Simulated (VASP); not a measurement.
Crystal: CsPt.

```xyz
2
Lattice="0.0000 3.5767 3.5767 3.5767 0.0000 3.5767 3.5767 3.5767 0.0000" Properties=species:S:1:pos:R:3 pbc="T T T"
Cs    0.0000    0.0000    0.0000
Pt    1.7883    1.7883    1.7883
```

```yaml
Program: VASP 6.6.1
Task: relaxation of cell and atoms
Functional: PBE
Potentials_or_basis: VASP PAW PBE potentials, release 64 (Cs_sv, Pt)
Cutoff: 600 eV
k_mesh: 14 × 14 × 14
Occupations: gaussian, width 0.1 eV
Spin: no spin polarisation
```

At the start: pressure 0.3 GPa; volume 45.75 Å³/atom.

**Question.** Where does the relaxation end?

**Answer.** Over 4 steps the energy falls by 2.8 meV/atom and the volume is 48.67 Å³/atom (+6.4 %); space group F-43m (No. 216, to 0.05 Å).

The path:
```tsv
step	energy change (eV)	largest force (eV/Å)	pressure (GPa)	volume (Å³)
1	0.0000	0.0000	0.32	91.51
2	-0.0022	0.0000	0.26	92.71
3	-0.0055	0.0000	0.05	96.36
4	-0.0057	0.0000	0.00	97.34
```

Final structure:
```
CELL_PARAMETERS angstrom
0.00000 3.65105 3.65105
3.65105 0.00000 3.65105
3.65105 3.65105 0.00000
ATOMIC_POSITIONS crystal
Cs 0.00000 0.00000 0.00000
Pt 0.25000 0.25000 0.25000
```
